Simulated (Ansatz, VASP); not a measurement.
One calculation of Ta, two programs

INCAR

```
  PREC = Accurate
  ENCUT = 520
  EDIFF = 1E-8
  ISMEAR = -1
  SIGMA = 0.05
  LREAL = False
  LASPH = True
  NELM = 80
  ALGO = Normal
  ISIF = 2
  LWAVE = False
  LCHARG = False
  GGA = PS
  LEFG = True
  NBANDS = 12
```

KPOINTS

```
regular mesh
0
Gamma
  15 15 15
```

POSCAR

```
Ta
1.0
   -1.6622159478      1.6622159478      1.6622159478
    1.6622159478     -1.6622159478      1.6622159478
    1.6622159478      1.6622159478     -1.6622159478
Ta
1
Direct
    0.0000000000      0.0000000000      0.0000000000
```

Input for Ansatz:

```yaml
crystal:
  lattice:
    - [-1.6622159478, 1.6622159478, 1.6622159478]
    - [1.6622159478, -1.6622159478, 1.6622159478]
    - [1.6622159478, 1.6622159478, -1.6622159478]
  atoms:
    - { symbol: Ta, position: [0.0, 0.0, 0.0] }
kpoints:
  mp_grid: { grid: [15, 15, 15] }
scf:
  occupations: { method: fermi_dirac, width: 0.05 }
hamiltonian:
  xc: pbesol
  pseudopotentials: { kind: all_electron, datasets: crystal }
output:
  forces: true
  stress: true
  eigenvalues: true
  efg: { contact_densities: true }
```

Change from the starting cell: volume scaled by 1.02, crystal datasets.

Alike in both runs: task electric field gradients; functional PBEsol; k mesh 15 × 15 × 15; occupations fermi-dirac, width 0.05 eV; no spin polarisation.

```csv
,VASP,Ansatz
version,VASP 6.6.1,Ansatz 0.2.0
potentials or method,"VASP PAW PBE potentials, release 64 (Ta_pv), cutoff 520 eV","all-electron PAW with datasets made for the crystal, scalar-relativistic"
```

|  | VASP | Ansatz | Ansatz less VASP |
| --- | --- | --- | --- |
| pressure (GPa) | -7.6 | -7.7 | -0.16 |

VASP's potentials were made for PBE, not for PBEsol. Ansatz ran all-electron here, and VASP with PAW potentials.

Neither program's run includes spin-orbit coupling.
